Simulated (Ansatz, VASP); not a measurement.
# Two plane-wave programs on Ga

```
Ga
1.0
    -1.36188    1.36188    2.29587
     1.36188   -1.36188    2.29587
     1.36188    1.36188   -2.29587
Ga
1
Direct
  0.00000 0.00000 0.00000
```

Change from the starting cell: strain -0.030 along x and y, +0.030 along z, atoms carried along.

Alike in both runs: task single point; functional PBEsol; k mesh 24 × 24 × 24; occupations gaussian, width 0.15 eV; no spin polarisation.

|  | VASP | Ansatz |
| --- | --- | --- |
| version | VASP 6.6.1 | Ansatz 0.2.0 |
| potentials or method | VASP PAW PBE potentials, release 64 (Ga_d), cutoff 520 eV | scalar-relativistic, plane waves, PAW |
| valence electrons in the cell | 13 | 13 |

|  | VASP | Ansatz | Ansatz less VASP |
| --- | --- | --- | --- |
| gap on the k mesh at the Fermi level (eV) | none | none | - |
| pressure (GPa) | 2.8 | 2.8 | -0.07 |
| traceless stress, the component that is largest in VASP (GPa) | -1.06 | -1.05 | +0.008 |

VASP's potentials were made for PBE, not for PBEsol. A gap of «none» marks a metal or a gap that the smearing closes. With one functional, cell and mesh, what is left measures potentials, basis and numerics.
